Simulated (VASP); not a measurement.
A run of VASP 6.6.1 is set up as follows.

Contents of INCAR:

```
ALGO = Normal ; EDIFF = 1E-6
ENCUT = 520 ; GGA = PE
ISIF = 2 ; ISMEAR = 0
LASPH = True ; LCHARG = True
LELF = True ; LREAL = False
LVHAR = True ; LWAVE = False
NBANDS = 8 ; NELM = 60
PREC = Accurate ; SIGMA = 0.05
```

Contents of KPOINTS:

```
k-points
0
Gamma
  8 8 8
```

File POSCAR:

```
H
1.0
   -1.8548676378      1.8548676378      2.2855640979
    1.8548676378     -1.8548676378      2.2855640979
    1.8548676378      1.8548676378     -2.2855640979
H
2
Direct
    0.9178910720      0.9178910720      0.0000000000
    0.0821089280      0.0821089280      0.0000000000
```

Potentials or basis: VASP PAW PBE potentials, release 64 (H).

Launch:

```console
$ cat potpaw_PBE.64/H/POTCAR > POTCAR
$ mpirun -np 1 vasp_std > vasp.out
```

(1) What does it give for the pressure?

(2) Estimate the largest force.

(3) Predict the band gap on the k mesh.

## Answers

(1) -0.1 GPa.

(2) 0.009 eV/Å.

(3) 9.28 eV, indirect (least direct gap 9.75 eV).
